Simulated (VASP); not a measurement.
A run of VASP 6.6.1:

INCAR

```
ALGO = Normal
EDIFF = 1E-7
ENCUT = 520
GGA = PS
ISIF = 2
ISMEAR = -1
LASPH = True
LCHARG = True
LELF = True
LREAL = False
LVHAR = True
LWAVE = False
NBANDS = 28
NELM = 100
PREC = Accurate
SIGMA = 0.1
```

KPOINTS

```
k-points
0
Gamma
  2 2 2
```

File POSCAR:

```
RbSr3
1.0
    6.2473900000      0.0000000000      0.0000000000
    0.0000000000      6.2473900000      0.0000000000
    0.0000000000      0.0000000000      6.2473900000
Rb Sr
1 3
Direct
    0.0000000000      0.0000000000      0.0000000000
    0.0000000000      0.5000000000      0.5000000000
    0.5000000000      0.0000000000      0.5000000000
    0.5000000000      0.5000000000      0.0000000000
```

Potentials or basis: VASP PAW PBE potentials, release 64 (Rb_sv, Sr_sv).

Launch:

```sh
$ cat potpaw_PBE.64/Rb_sv/POTCAR potpaw_PBE.64/Sr_sv/POTCAR > POTCAR
$ mpirun -np 1 vasp_std > vasp.out
```

Hardware: 1 thread of AMD EPYC 7R13 Processor (Zen 3), on a shared host.

**Question.** How long does it take, and how much memory?

**Answer.** It took 46 s on 1 thread of AMD EPYC 7R13 Processor (Zen 3), on a shared host, peak memory 0.28 GiB. Counts: scf iterations 13, k points 4.
